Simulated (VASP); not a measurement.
KNb2W2: single point with PBE

KNb2W2:

```
K Nb W
1.0
     2.71596    0.00000    0.00000
     0.00000    2.71596    0.00000
     0.00000    0.00000   13.65890
K Nb W
1 2 2
Cartesian
  1.3580 1.3580 4.7330
  1.3580 1.3580 12.8487
  0.0000 0.0000 10.4327
  0.0000 0.0000 7.7443
  0.0000 0.0000 1.5376
```

The cell was built from a structure type or drawn by symmetry, and may not be a known phase.

| Property | Result |
| --- | --- |
| Program | VASP 6.6.1 |
| Task | single point |
| Functional | PBE |
| Potentials or basis | VASP PAW PBE potentials, release 64 (K_sv, Nb_sv, W_sv) |
| Cutoff | 520 eV |
| k mesh | 14 × 14 × 4 |
| Occupations | gaussian, width 0.1 eV |
| Spin | no spin polarisation |
| Dipole correction | no |
| Further INCAR settings | ALGO = Fast; EDIFF = 1e-06; NBANDS = 40 |

The pressure is 0.1 GPa. The largest force is 0.022 eV/Å and the band gap on the k mesh is zero (an odd number of electrons rules out a gap without spin polarisation).

Forces in eV/Å, atoms in the order of the input:
```
K    0.000  0.000  0.002
Nb   0.000  0.000 -0.017
Nb   0.000  0.000  0.022
W    0.000  0.000  0.007
W    0.000  0.000 -0.014
```

Stress tensor (GPa, compression positive):
```
 0.18  0.00  0.00
 0.00  0.18  0.00
 0.00  0.00 -0.11
```

Levels at points of the mesh, in eV from the Fermi level:
```csv
k point,band 30,band 31,band 32,band 33,band 34,band 35
"(0.00, 0.00, 0.00)",-1.90,-0.28,-0.08,0.52,1.57,1.57
"(0.50, 0.00, 0.00)",-0.48,-0.22,0.98,1.19,1.52,1.59
"(0.50, 0.50, 0.00)",-0.32,-0.32,0.16,1.65,1.65,2.08
"(0.00, 0.00, 0.50)",-1.69,-0.70,0.01,0.75,1.57,1.57
"(0.50, 0.00, 0.50)",0.05,0.11,0.62,0.71,1.19,1.52
"(0.50, 0.50, 0.50)",-0.44,-0.44,0.50,1.68,1.91,1.91
```

It took 20 min on 1 thread of Intel(R) Xeon(R) Platinum 8488C (Sapphire Rapids) (shared host), peak memory 0.49 GiB.

Caveat: spin-orbit coupling is left out, which moves the levels of the heavy elements.
